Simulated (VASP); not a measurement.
Input of a VASP 6.6.1 run:

The input INCAR:

```
PREC = Accurate
ENCUT = 520
EDIFF = 1E-6
ISMEAR = 0
SIGMA = 0.1
LREAL = F
LASPH = T
NELM = 80
ALGO = Normal
ISIF = 2
LWAVE = F
LCHARG = T
GGA = PE
LELF = T
LVHAR = T
NBANDS = 24
```

The input KPOINTS:

```
Automatic mesh
0
Gamma
  12 12 8
```

File POSCAR:

```
Zr2B3
1.0
    3.9021698547      0.0000000000      0.0000000000
   -1.9510849273      3.3793782240      0.0000000000
    0.0000000000      0.0000000000      4.9784216033
Zr B
2 3
Direct
    0.6666666667      0.3333333333      0.5000000000
    0.3333333333      0.6666666667      0.0000000000
    0.0000000000      0.0000000000      0.6749894975
    0.0000000000      0.0000000000      0.3250105025
    0.6666666667      0.3333333333      0.0000000000
```

Potentials or basis: VASP PAW PBE potentials, release 64 (Zr_sv, B).

Command:

```bash
$ cat potpaw_PBE.64/Zr_sv/POTCAR potpaw_PBE.64/B/POTCAR > POTCAR
$ mpirun -np 1 vasp_std > vasp.out
```

Estimate the largest force.

0.010 eV/Å.

Predict the pressure.

0.1 GPa.

Forces in eV/Å, atoms in the order of the input:
```
Zr   0.000  0.000  0.000
Zr   0.000  0.000  0.000
B    0.000  0.000  0.010
B    0.000  0.000 -0.010
B    0.000  0.000  0.000
```
